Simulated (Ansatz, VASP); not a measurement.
ZrC in VASP and in Ansatz

POSCAR

```
ZrC
1.0
    0.0000000000      2.3320764231      2.3320764231
    2.3320764231      0.0000000000      2.3320764231
    2.3320764231      2.3320764231      0.0000000000
Zr C
1 1
Direct
    0.5000000000      0.5000000000      0.5000000000
    0.0000000000      0.0000000000      0.0000000000
```

INCAR.step1

```
SYSTEM = ZrC
PREC = Accurate
ENCUT = 520
ISMEAR = 0
SIGMA = 0.1
LREAL = .FALSE.
LASPH = .TRUE.
NELM = 80
NBANDS = 15
GGA = PE
ALGO = Normal
EDIFF = 1E-4
LWAVE = .TRUE.
LCHARG = .FALSE.
```

Contents of INCAR.step2:

```
SYSTEM = ZrC
PREC = Accurate
ENCUT = 520
EDIFF = 1E-6
ISMEAR = 0
SIGMA = 0.1
LREAL = .FALSE.
LASPH = .TRUE.
NELM = 80
ALGO = Normal
ISIF = 2
LWAVE = .FALSE.
LCHARG = .TRUE.
METAGGA = R2SCAN
LMIXTAU = .TRUE.
LELF = .TRUE.
LVHAR = .TRUE.
NBANDS = 15
ISTART = 1
```

File KPOINTS:

```
Automatic mesh
0
G
  16 16 16
  0 0 0
```

Input for Ansatz:

```yaml
crystal:
  lattice:
    - [0.0, 2.3320764231, 2.3320764231]
    - [2.3320764231, 0.0, 2.3320764231]
    - [2.3320764231, 2.3320764231, 0.0]
  atoms:
    - { symbol: Zr, position: [0.5, 0.5, 0.5] }
    - { symbol: C, position: [0.0, 0.0, 0.0] }
basis:
  ecutwfc: 500
kpoints:
  mp_grid: { grid: [16, 16, 16] }
hamiltonian:
  xc: r2scan
scf:
  occupations: { method: gaussian, width: 0.1 }
output:
  forces: true
  stress: true
  eigenvalues: true
```

Alike in both runs: task single point; functional r2SCAN; k mesh 16 × 16 × 16; occupations gaussian, width 0.1 eV; no spin polarisation.

```csv
,VASP,Ansatz
version,VASP 6.6.1,Ansatz 0.2.0
potentials or method,"VASP PAW PBE potentials, release 64 (Zr_sv, C), cutoff 520 eV","scalar-relativistic, plane waves, PAW"
valence electrons in the cell,16,16
```

Ansatz gave:

| Property | Result |
| --- | --- |
| gap on the k mesh at the Fermi level (eV) | none |
| pressure (GPa) | 7.4 |

Task: What did VASP give for the same quantities?

Result: gap on the k mesh at the Fermi level (eV): none; pressure (GPa): 7.6.

VASP's potentials were made for PBE, not for r2SCAN. A gap of «none» marks a metal or a gap that the smearing closes.
